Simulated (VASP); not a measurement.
# TlBr (Pm-3m) in VASP: further runs

TlBr is run at these levels: PBE, PBEsol, r2SCAN; tasks: single point.

Everything below comes from runs of VASP 6.6.1. Logs are shortened: lines on timing, memory, paths and dates and some standing lists are left out, and cuts for length are marked.

## Step 1: The cell of the first run

Symmetry: Pm-3m, No. 221, cubic system. The conventional cell has a = 3.833 Å, b = 3.833 Å, c = 3.833 Å, α = 90.00°, β = 90.00°, γ = 90.00°. Within 4.4 Å of Tl (site symmetry m-3m) lie 8 Br at 3.32 Å and 6 Tl at 3.83 Å. Br (site symmetry m-3m) has 8 Tl at 3.32 Å and 6 Br at 3.83 Å within 4.4 Å.

## Step 2: Single point, PBE (strained)

File INCAR:

```
PREC = Accurate
ENCUT = 500
EDIFF = 1E-6
ISMEAR = 0
SIGMA = 0.02
LREAL = False
LASPH = True
NELM = 120
ALGO = Normal
ISIF = 2
LWAVE = False
LCHARG = False
GGA = PE
NBANDS = 17
GGA_COMPAT = False
```

File KPOINTS:

```
Automatic mesh
0
Gamma
  8 8 8
```

File POSCAR:

```
TlBr
1.0
    3.8333526000      0.0000000000      0.0000000000
    0.0000000000      3.8333526000      0.0000000000
    0.0000000000      0.0000000000      3.8333526000
Tl Br
1 1
Direct
    0.0000000000      0.0000000000      0.0000000000
    0.5000000000      0.5000000000      0.5000000000
```

Potentials or basis: VASP PAW PBE potentials, release 64 (Tl_d, Br).

Run with:

```bash
cat potpaw_PBE.64/Tl_d/POTCAR potpaw_PBE.64/Br/POTCAR > POTCAR
mpirun -np 1 vasp_std > vasp.out
```

OUTCAR:

```text
PREC = Accurate
   ENCUT = 500
   EDIFF = 1E-6
   ISMEAR = 0
   LREAL = False
   LASPH = True
   NELM = 120
   ISIF = 2
   GGA = PE

 ion  position               nearest neighbor table
   1  0.000  0.000  0.000-   2 3.32   2 3.32   2 3.32   2 3.32   2 3.32   2 3.32   2 3.32   2 3.32

   2  0.500  0.500  0.500-   1 3.32   1 3.32   1 3.32   1 3.32   1 3.32   1 3.32   1 3.32   1 3.32

  LATTYP: Found a simple cubic cell.
 ALAT       =     3.8333526000

  Lattice vectors:

 A1 = (   3.8333526000,   0.0000000000,   0.0000000000)
 A2 = (   0.0000000000,   3.8333526000,   0.0000000000)
 A3 = (   0.0000000000,   0.0000000000,   3.8333526000)

Analysis of symmetry for initial positions (statically):
=====================================================================
 Subroutine PRICEL returns:
 Original cell was already a primitive cell.

 Routine SETGRP: Setting up the symmetry group for a
 simple cubic supercell.

 Subroutine GETGRP returns: Found 48 space group operations
 (whereof 48 operations were pure point group operations)
 out of a pool of 48 trial point group operations.

The static configuration has the point symmetry O_h .

Analysis of symmetry for dynamics (positions and initial velocities):
=====================================================================
 Subroutine PRICEL returns:
 Original cell was already a primitive cell.

 Routine SETGRP: Setting up the symmetry group for a
 simple cubic supercell.

 Subroutine GETGRP returns: Found 48 space group operations
 (whereof 48 operations were pure point group operations)
 out of a pool of 48 trial point group operations.

The dynamic configuration has the point symmetry O_h .

 Subroutine INISYM returns: Found 48 space group operations
 (whereof 48 operations are pure point group operations),
 and found     1 'primitive' translations

----------------------------------------------------------------------------------------

                                     Primitive cell

  volume of cell :      56.3296

  direct lattice vectors                    reciprocal lattice vectors
     3.833352600  0.000000000  0.000000000     0.260868254  0.000000000  0.000000000
     0.000000000  3.833352600  0.000000000     0.000000000  0.260868254  0.000000000
     0.000000000  0.000000000  3.833352600     0.000000000  0.000000000  0.260868254

  length of vectors
     3.833352600  3.833352600  3.833352600     0.260868254  0.260868254  0.260868254

  position of ions in fractional coordinates (direct lattice)
     0.000000000  0.000000000  0.000000000
     0.500000000  0.500000000  0.500000000

  ion indices of the primitive-cell ions
   primitive index   ion index
                 1           1
                 2           2

----------------------------------------------------------------------------------------

 KPOINTS: Automatic mesh

Automatic generation of k-mesh.
 Grid dimensions read from file:
 generate k-points for:    8    8    8

 Generating k-lattice:

  Cartesian coordinates                     Fractional coordinates (reciprocal lattice)
     0.032608532  0.000000000  0.000000000     0.125000000  0.000000000  0.000000000
     0.000000000  0.032608532  0.000000000     0.000000000  0.125000000  0.000000000
     0.000000000  0.000000000  0.032608532     0.000000000  0.000000000  0.125000000

  Length of vectors
     0.032608532  0.032608532  0.032608532

  Shift w.r.t. Gamma in fractional coordinates (k-lattice)
     0.000000000  0.000000000  0.000000000

 Subroutine IBZKPT returns following result:
 ===========================================

 Found     35 irreducible k-points:

 Following reciprocal coordinates:
            Coordinates               Weight
  0.000000  0.000000  0.000000      1.000000
  0.125000  0.000000  0.000000      6.000000
  0.250000  0.000000  0.000000      6.000000
  0.375000  0.000000  0.000000      6.000000
  0.500000  0.000000  0.000000      3.000000
  0.125000  0.125000  0.000000     12.000000
[... 16 lines left out ...]
  0.375000  0.375000  0.125000     24.000000
  0.500000  0.375000  0.125000     24.000000
 [... further k-points ...]
   k-points           NKPTS =     35   k-points in BZ     NKDIM =     35   number of bands    NBANDS=     17
   number of dos      NEDOS =    301   number of ions     NIONS =      2
   total plane-waves  NPLWV =  21952
   dimension x,y,z NGX =    28 NGY =   28 NGZ =   28
   dimension x,y,z NGXF=    56 NGYF=   56 NGZF=   56
   ions per type =               1   1
   NGX,Y,Z   is equivalent  to a cutoff of  12.14, 12.14, 12.14 a.u.
   NGXF,Y,Z  is equivalent  to a cutoff of  24.29, 24.29, 24.29 a.u.
 SYSTEM =  unknown system
   PREC   = accura    normal or accurate (medium, high low for compatibility)
   ISTART =      0    job   : 0-new  1-cont  2-samecut
   ICHARG =      2    charge: 1-file 2-atom 10-const
   ISPIN  =      1    spin polarized calculation?
   LNONCOLLINEAR =      F non collinear calculations
   LSORBIT =      F    spin-orbit coupling
   LASPH  =      T    aspherical Exc in radial PAW
   ENCUT  =  500.0 eV  36.75 Ry    6.06 a.u.   6.99  6.99  6.99*2*pi/ulx,y,z
   NELM   =    120;   NELMIN=  2; NELMDL= -5     # of ELM steps
   EDIFF  = 0.1E-05   stopping-criterion for ELM
   LREAL  =      F    real-space projection
[... 7 lines left out ...]
   TEBEG  =    0.0;   TEEND  =   0.0 temperature during run
   PSTRESS=    0.0 pullay stress
   NELECT =      20.0000    total number of electrons
   NUPDOWN=      -1.0000    fix difference up-down
   EMIN   =  10.00;   EMAX   =-10.00  energy-range for DOS
   EFERMI =   0.00;   METHOD = LEGACY
   ISMEAR =     0;   SIGMA  =   0.02  broadening in eV -4-tet -1-fermi 0-gaus
   EFERMI_NEDOS =   21; number of points for ismear=-14 and -15
   IALGO  =     38    algorithm
   IMIX   =      4    mixing-type and parameters
     AMIX     =   0.40;   BMIX     =  1.00
     AMIX_MAG =   1.60;   BMIX_MAG =  1.00
  volume/ion in A,a.u.               =      28.16       190.07
  Fermi-wavevector in a.u.,A,eV,Ry     =   1.159238  2.190643 18.283964  1.343833
  Thomas-Fermi vector in A             =   2.295833
   LORBIT       =      0    0 simple, 1 ext, 2 COOP (PROOUT), +10 PAW based schemes
   GGA     = PE    functional components
   LHFCALC =     F    Hartree Fock is set to
   AEXX    =    0.0000 exact exchange contribution
   IVDW    =     0    specifies the selected vdW correction
   LEPSILON=     F    determine dielectric tensor
   LRPA    =     F    only Hartree local field effects (RPA)
 non-spin polarized calculation
 Gauss-broadening in eV      SIGMA  =   0.02
  energy-cutoff  :      500.00
  volume of cell :       56.33
 maximum number of plane-waves:      1472
 NGX is ok and might be reduce to    28
   NGX = 13   NGY = 13   NGZ = 13

 number of electron      19.9999992 magnetization

 Free energy of the ion-electron system (eV)
  ---------------------------------------------------
  ext. energy  EPLUGINS =         0.00000000
  ---------------------------------------------------
  free energy    TOTEN  =        -5.40917999 eV

  energy without entropy =       -5.40917999  energy(sigma->0) =       -5.40917999

 E-fermi :   3.8452     XC(G=0):  -9.5146

 val. band max:        3.7083155647   @ k =   0.5000   0.0000   0.0000
 cond. band min:       5.2360579552   @ k =   0.5000   0.0000   0.0000
 fundamental gap:      1.5277423905
 Fermi energy:         3.8452243162

 k-point     1 :       0.0000    0.0000    0.0000
  band No.  band energies     occupation
      1     -10.7885      2.00000
      2      -6.7068      2.00000
      3      -6.7068      2.00000
      4      -6.4618      2.00000
      5      -6.4618      2.00000
      6      -6.4618      2.00000
[... 9 lines left out ...]
     16      15.9429      0.00000
     17      17.2687      0.00000

 k-point     2 :       0.1250    0.0000    0.0000
  band No.  band energies     occupation
      1     -10.7421      2.00000
      2      -6.7044      2.00000
      3      -6.6806      2.00000
      4      -6.4756      2.00000
      5      -6.4756      2.00000
      6      -6.4606      2.00000
[... 9 lines left out ...]
     16      16.8661      0.00000
     17      17.0114      0.00000

 k-point     3 :       0.2500    0.0000    0.0000
  band No.  band energies     occupation
      1     -10.6252      2.00000
      2      -6.6985      2.00000
      3      -6.6194      2.00000
      4      -6.5085      2.00000
      5      -6.5085      2.00000
      6      -6.4577      2.00000
[... 9 lines left out ...]
     16      15.8399      0.00000
     17      17.1763      0.00000

 k-point     4 :       0.3750    0.0000    0.0000
  band No.  band energies     occupation
      1     -10.5004      2.00000
      2      -6.6927      2.00000
      3      -6.5629      2.00000
      4      -6.5408      2.00000
      5      -6.5408      2.00000
      6      -6.4548      2.00000
[... 9 lines left out ...]
     16      15.4981      0.00000
     17      17.2229      0.00000
[... 343 lines left out ...]
      1     -10.3425      2.00000
      2      -6.6065      2.00000
      3      -6.5758      2.00000
      4      -6.5085      2.00000
      5      -6.4884      2.00000
      6      -6.4657      2.00000
[... 9 lines left out ...]
     16      14.7183      0.00000
     17      17.0893      0.00000

 k-point    23 :       0.3750    0.3750    0.1250
  band No.  band energies     occupation
      1     -10.3120      2.00000
      2      -6.5890      2.00000
      3      -6.5558      2.00000
      4      -6.5378      2.00000
      5      -6.4780      2.00000
      6      -6.4349      2.00000
[... 9 lines left out ...]
     16      14.6889      0.00000
     17      16.4748      0.00000

 k-point    24 :       0.5000    0.3750    0.1250
  band No.  band energies     occupation
      1     -10.2831      2.00000
      2      -6.5813      2.00000
      3      -6.5609      2.00000
      4      -6.5361      2.00000
      5      -6.4790      2.00000
      6      -6.4086      2.00000
[... 9 lines left out ...]
     16      14.6888      0.00000
     17      16.9310      0.00000

 [... further k-points ...]

------------------------ aborting loop because EDIFF is reached ----------------------------------------

  FORCE on cell =-STRESS in cart. coord.  units (eV):
  Direction    XX          YY          ZZ          XY          YZ          ZX
  --------------------------------------------------------------------------------------
  -------------------------------------------------------------------------------------
  Total        1.7632800      1.7632800      1.7632800     -0.0000000     -0.0000000      0.0000000
  in kB       50.1528437     50.1528437     50.1528437     -0.0000000     -0.0000000      0.0000000
  external PRESSURE =      50.1528437 kB  Pullay stress =       0.0000000 kB

 VOLUME and BASIS-vectors are now :
 -----------------------------------------------------------------------------
  energy-cutoff  :      500.00
  volume of cell :       56.33
      direct lattice vectors                 reciprocal lattice vectors
     3.833352600  0.000000000  0.000000000     0.260868254  0.000000000  0.000000000
     0.000000000  3.833352600  0.000000000     0.000000000  0.260868254  0.000000000
     0.000000000  0.000000000  3.833352600     0.000000000  0.000000000  0.260868254

 POSITION                                       TOTAL-FORCE (eV/Angst)
 -----------------------------------------------------------------------------------
      0.00000      0.00000      0.00000         0.000000      0.000000      0.000000
      1.91668      1.91668      1.91668         0.000000      0.000000      0.000000
 -----------------------------------------------------------------------------------
    total drift:                               -0.000000      0.000000      0.000000

  FREE ENERGIE OF THE ION-ELECTRON SYSTEM (eV)
  ---------------------------------------------------
  free  energy   TOTEN  =        -5.4091799938 eV

  energy  without entropy=       -5.4091799938  energy(sigma->0) =       -5.40917999
```

Run time: 39 s. Hardware: 1 thread of Intel Xeon 8259CL, shared host; peak memory 0.17 GiB.

Results:

* Free energy: -5.4092 eV
* Pressure: 5.0 GPa
* Band gap on the k mesh: 1.53 eV

Levels at points of the mesh, in eV from the valence-band top:
```csv
k point,band 6,band 7,band 8,band 9,band 10,band 11,band 12,band 13,band 14,band 15
"(0.00, 0.00, 0.00)",-10.17,-4.97,-1.86,-1.86,-1.86,6.64,6.64,7.60,7.60,7.60
"(0.50, 0.00, 0.00)",-10.16,-6.32,-1.22,-1.22,0.00,1.53,5.67,5.67,7.51,10.50
"(0.50, 0.50, 0.00)",-10.09,-4.04,-3.79,-3.79,-1.15,4.94,4.94,7.58,7.70,10.44
"(0.50, 0.50, 0.50)",-10.09,-2.77,-2.53,-2.53,-2.53,1.61,1.61,1.61,13.48,13.48
```

Caveat: the cell differs from its parent crystal (strained); the cell stands under pressure; spin-orbit coupling is left out, which moves the levels of the heavy elements.

(Continued in part 2 of 3.)
